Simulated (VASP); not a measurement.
# CsI (Pm-3m) in VASP: further runs, part 3 of 3

VASP 6.6.1.

## (5) Single point, r2SCAN (51.86 Å³/atom)

This run uses another cell than the first one, of 51.86 Å³/atom.

POSCAR

```
CsI
1.0
    4.6984611258      0.0000000000      0.0000000000
    0.0000000000      4.6984611258      0.0000000000
    0.0000000000      0.0000000000      4.6984611258
Cs I
1 1
Direct
    0.0000000000      0.0000000000      0.0000000000
    0.5000000000      0.5000000000      0.5000000000
```

INCAR.step1

```
PREC = Accurate ; ENCUT = 550
ISMEAR = 0 ; SIGMA = 0.01
LREAL = False ; LASPH = True
NELM = 120 ; NBANDS = 15
GGA = PE ; ALGO = Normal
EDIFF = 1E-5 ; LWAVE = True
LCHARG = False ; GGA_COMPAT = False
```

INCAR.step2

```
PREC = Accurate ; ENCUT = 550
EDIFF = 1E-6 ; ISMEAR = 0
SIGMA = 0.01 ; LREAL = False
LASPH = True ; NELM = 120
ALGO = Normal ; ISIF = 2
LWAVE = False ; LCHARG = True
METAGGA = R2SCAN ; LMIXTAU = True
LELF = True ; LVHAR = True
NBANDS = 15 ; ISTART = 1
GGA_COMPAT = False
```

KPOINTS

```
Automatic mesh
0
Gamma
  4 4 4
```

Potentials or basis: VASP PAW PBE potentials, release 64 (Cs_sv, I).

The run is started by

```sh
cat potpaw_PBE.64/Cs_sv/POTCAR potpaw_PBE.64/I/POTCAR > POTCAR
cp INCAR.step1 INCAR
mpirun -np 1 vasp_std > vasp.out
cp INCAR.step2 INCAR
mpirun -np 1 vasp_std > vasp.out
```

OUTCAR:

```text
PREC = Accurate
   ENCUT = 550
   EDIFF = 1E-6
   ISMEAR = 0
   LREAL = False
   LASPH = True
   NELM = 120
   ISIF = 2
   METAGGA = R2SCAN
   ISTART = 1

 ion  position               nearest neighbor table
   1  0.000  0.000  0.000-
   2  0.500  0.500  0.500-

  LATTYP: Found a simple cubic cell.
 ALAT       =     4.6984611258

  Lattice vectors:

 A1 = (   4.6984611258,   0.0000000000,   0.0000000000)
 A2 = (   0.0000000000,   4.6984611258,   0.0000000000)
 A3 = (   0.0000000000,   0.0000000000,   4.6984611258)

Analysis of symmetry for initial positions (statically):
=====================================================================
 Subroutine PRICEL returns:
 Original cell was already a primitive cell.

 Routine SETGRP: Setting up the symmetry group for a
 simple cubic supercell.

 Subroutine GETGRP returns: Found 48 space group operations
 (whereof 48 operations were pure point group operations)
 out of a pool of 48 trial point group operations.

[... 157 lines left out ...]
      1     -21.0518      2.00000
      2     -10.8113      2.00000
      3      -7.3896      2.00000
      4      -7.3896      2.00000
      5      -7.3896      2.00000
      6      -0.0697      2.00000
      7      -0.0697      2.00000
      8      -0.0697      2.00000
      9       4.3287      0.00000
     10       4.7535      0.00000
     11       4.7535      0.00000
     12       8.2475      0.00000
     13       8.2475      0.00000
     14       8.2475      0.00000
[... 149 lines left out ...]
      2     -10.5789      2.00000
      3      -7.5876      2.00000
      4      -7.5876      2.00000
      5      -7.5876      2.00000
      6      -1.0936      2.00000
      7      -1.0936      2.00000
      8      -1.0936      2.00000
      9       7.4954      0.00000
     10       7.4954      0.00000
     11       7.4954      0.00000
     12       8.1674      0.00000
     13       8.1674      0.00000
     14       8.1674      0.00000
     15       9.9993      0.00000

------------------------ aborting loop because EDIFF is reached ----------------------------------------

  FORCE on cell =-STRESS in cart. coord.  units (eV):
  Direction    XX          YY          ZZ          XY          YZ          ZX
  --------------------------------------------------------------------------------------
  -------------------------------------------------------------------------------------
  Total       -0.3624364     -0.3624364     -0.3624364      0.0000000      0.0000000      0.0000000
  in kB       -5.5985495     -5.5985495     -5.5985495      0.0000000      0.0000000      0.0000000
  external PRESSURE =      -5.5985495 kB  Pullay stress =       0.0000000 kB

 VOLUME and BASIS-vectors are now :
 -----------------------------------------------------------------------------
  energy-cutoff  :      550.00
  volume of cell :      103.72
      direct lattice vectors                 reciprocal lattice vectors
     4.698461126  0.000000000  0.000000000     0.212835644  0.000000000  0.000000000
     0.000000000  4.698461126  0.000000000     0.000000000  0.212835644  0.000000000
     0.000000000  0.000000000  4.698461126     0.000000000  0.000000000  0.212835644

 POSITION                                       TOTAL-FORCE (eV/Angst)
 -----------------------------------------------------------------------------------
      0.00000      0.00000      0.00000         0.000000      0.000000      0.000000
      2.34923      2.34923      2.34923         0.000000      0.000000      0.000000
 -----------------------------------------------------------------------------------
    total drift:                               -0.000000      0.000000      0.000000

  FREE ENERGIE OF THE ION-ELECTRON SYSTEM (eV)
  ---------------------------------------------------
  free  energy   TOTEN  =       -53.1146567772 eV

  energy  without entropy=      -53.1146567772  energy(sigma->0) =      -53.11465678
```

OUTCAR.step1:

```text
PREC = Accurate
   ENCUT = 550
   ISMEAR = 0
   LREAL = False
   LASPH = True
[... 385 lines left out ...]
      0.00000      0.00000      0.00000         0.000000      0.000000      0.000000
      2.34923      2.34923      2.34923         0.000000      0.000000      0.000000
 -----------------------------------------------------------------------------------
    total drift:                               -0.000000      0.000000      0.000000

  FREE ENERGIE OF THE ION-ELECTRON SYSTEM (eV)
  ---------------------------------------------------
  free  energy   TOTEN  =        -5.4400308746 eV

  energy  without entropy=       -5.4400308746  energy(sigma->0) =       -5.44003087
```

Run time: 74 s. Hardware: 1 thread of Intel Xeon 8259CL, shared host; peak memory 0.22 GiB.

What came out:

```
Free energy            : -53.1147 eV
Pressure               : -0.6 GPa
Band gap on the k mesh : 4.30 eV (least direct gap 4.40 eV)
```

Caveat: the PAW data sets were made with another functional, which shifts forces and pressure a little; spin-orbit coupling is left out, which moves the levels of the heavy elements. A k mesh can miss the band edges.

## (6) Single point, r2SCAN

POSCAR

```
CsI
1.0
    4.6080836004      0.0000000000      0.0000000000
    0.0000000000      4.6080836004      0.0000000000
    0.0000000000      0.0000000000      4.6080836004
Cs I
1 1
Direct
    0.0000000000      0.0000000000      0.0000000000
    0.5000000000      0.5000000000      0.5000000000
```

INCAR.step1

```
  PREC = Accurate
  ENCUT = 550
  ISMEAR = 0
  SIGMA = 0.01
  LREAL = False
  LASPH = True
  NELM = 120
  NBANDS = 15
  GGA = PE
  ALGO = Normal
  EDIFF = 1E-5
  LWAVE = True
  LCHARG = False
  GGA_COMPAT = False
```

INCAR.step2

```
  PREC = Accurate
  ENCUT = 550
  EDIFF = 1E-6
  ISMEAR = 0
  SIGMA = 0.01
  LREAL = False
  LASPH = True
  NELM = 120
  ALGO = Normal
  ISIF = 2
  LWAVE = False
  LCHARG = False
  METAGGA = R2SCAN
  LMIXTAU = True
  NBANDS = 15
  ISTART = 1
  GGA_COMPAT = False
```

KPOINTS

```
Automatic mesh
0
Gamma
  6 6 6
```

Potentials or basis: VASP PAW PBE potentials, release 64 (Cs_sv, I).

The run is started by

```sh
cat potpaw_PBE.64/Cs_sv/POTCAR potpaw_PBE.64/I/POTCAR > POTCAR
cp INCAR.step1 INCAR
mpirun -np 1 vasp_std > vasp.out
cp INCAR.step2 INCAR
mpirun -np 1 vasp_std > vasp.out
```

Wall time 2.2 min (1 thread of Intel Xeon 8259CL, shared host); peak memory 0.23 GiB.

It converged, with:

```
Free energy            : -53.1259 eV
Pressure               : 0.1 GPa
Band gap on the k mesh : 4.50 eV (least direct gap 4.59 eV)
```

Levels at points of the mesh, in eV from the valence-band top:
```
           k point  band 6  band 7  band 8  band 9  band 10  band 11
(0.00, 0.00, 0.00)   -0.09   -0.09   -0.09    4.50     4.65     4.65
(0.50, 0.00, 0.00)   -1.49   -0.22   -0.22    5.67     7.03     7.22
(0.50, 0.50, 0.00)   -0.86   -0.86    0.00    4.76     5.50     6.67
(0.50, 0.50, 0.50)   -1.25   -1.25   -1.25    7.66     7.66     7.66
```

Caveat: the PAW data sets were made with another functional, which shifts forces and pressure a little; spin-orbit coupling is left out, which moves the levels of the heavy elements.

## (7) Overview

| level | cell | k mesh | cutoff (eV) | gap on the mesh (eV) | pressure (GPa) |
| --- | --- | --- | --- | --- | --- |
| r2SCAN | a = 4.608 Å, 2 atoms | 4 × 4 × 4 | 550 | 4.50 | 0.1 |
| PBE | a = 4.608 Å, 2 atoms | 6 × 6 × 6 | 500 | 3.79 | 0.4 |
| r2SCAN | a = 4.654 Å, 2 atoms | 4 × 4 × 4 | 550 | 4.39 | -0.3 |
| r2SCAN | a = 4.698 Å, 2 atoms | 4 × 4 × 4 | 550 | 4.30 | -0.6 |
| r2SCAN | a = 4.608 Å, 2 atoms | 6 × 6 × 6 | 550 | 4.50 | 0.1 |

Alike in all rows: task single point; potentials or basis VASP PAW PBE potentials, release 64 (Cs_sv, I); no spin polarisation; smearing gaussian 0.01 eV.

On the cell as given the gap runs from 3.79 eV (PBE) to 4.50 eV (r2SCAN); the meshes differ, which moves gaps too. The pressure there spans 0.1 GPa (r2SCAN) to 0.4 GPa (PBE); a positive pressure means that this level wants a larger cell, a negative one a smaller.

Caveats: spin-orbit coupling is left out, which moves the levels of the heavy elements; the PAW data sets were made with another functional, which shifts forces and pressure a little (at least some runs).

Total energies depend on the potentials used, so only differences within one code and one set of settings carry meaning.
